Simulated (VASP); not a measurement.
Write the native input for VASP 6.6.1 that does the following.

| Quantity | Value |
| --- | --- |
| Task | single point |
| Functional | PBEsol |
| Potentials or basis | VASP PAW PBE potentials, release 64 (O, H, C) |
| Cutoff | 520 eV |
| k mesh | 1 × 1 × 1 |
| Occupations | fermi-dirac, width 0.05 eV |
| Spin | no spin polarisation |
| Dipole correction | no |
| Further INCAR settings | LREAL = Auto; ALGO = Normal; EDIFF = 1e-06; NBANDS = 37 |

The structure of H8CO6 lies in POSCAR:

```
H8CO6
1.0
    5.5112720000      0.0000000000      0.0000000000
    0.0000000000      5.5112720000      0.0000000000
    0.0000000000      0.0000000000      5.5112720000
O H C
6 8 1
Direct
    0.7454540440      1.0211072870      0.4038450652
    0.3526227702      0.4527267027      0.4160745469
    0.0612381316      0.6584686802      0.6236128429
    0.8654444927      0.2505229283     -0.0410794459
    0.5363553096      0.7953154916     -0.1345605878
    0.3324459399      1.0658700931      0.1105552402
    0.7490466811      0.9641331439      0.2301283624
    0.6451142313      0.9155599651      0.4986507652
    0.5390044258      0.4216812380      0.4341828892
    0.3449113018      0.6327577372      0.3600257799
    0.1099201781      0.5119870694      0.5612315995
   -0.0539077004      0.7368353440      0.5276458865
    0.7336418888      0.3612051809     -0.0058244267
    0.9267007689      0.2330133588     -0.2152497645
    0.4453781269      0.9309466127      0.0011794011
```

These files were run (other wordings do the same):

INCAR

```
SYSTEM = H8CO6
ALGO = Normal
EDIFF = 1E-6
ENCUT = 520
GGA = PS
ISIF = 2
ISMEAR = -1
LASPH = .True.
LCHARG = .False.
LREAL = Auto
LWAVE = .False.
NBANDS = 37
NELM = 60
PREC = Accurate
SIGMA = 0.05
```

KPOINTS

```
k-points
0
Gamma
  1 1 1
  0 0 0
```

Potentials or basis: VASP PAW PBE potentials, release 64 (O, H, C).

Launch:

```bash
$ cat potpaw_PBE.64/O/POTCAR potpaw_PBE.64/H/POTCAR potpaw_PBE.64/C/POTCAR > POTCAR
$ mpirun -np 1 vasp_gam > vasp.out
```

Results of the run:

```yaml
Pressure: 3.0 GPa
Largest_force: 4.711 eV/Å
Band_gap_on_the_k_mesh: 3.36 eV
```

Caveat: the k points lie up to 1.14 Å⁻¹ apart; the PAW data sets were made with another functional, which shifts forces and pressure a little.

Wall time 9.9 s on 1 thread of Intel(R) Xeon(R) 6975P-C (Granite Rapids), on a shared host, peak memory 0.23 GiB.
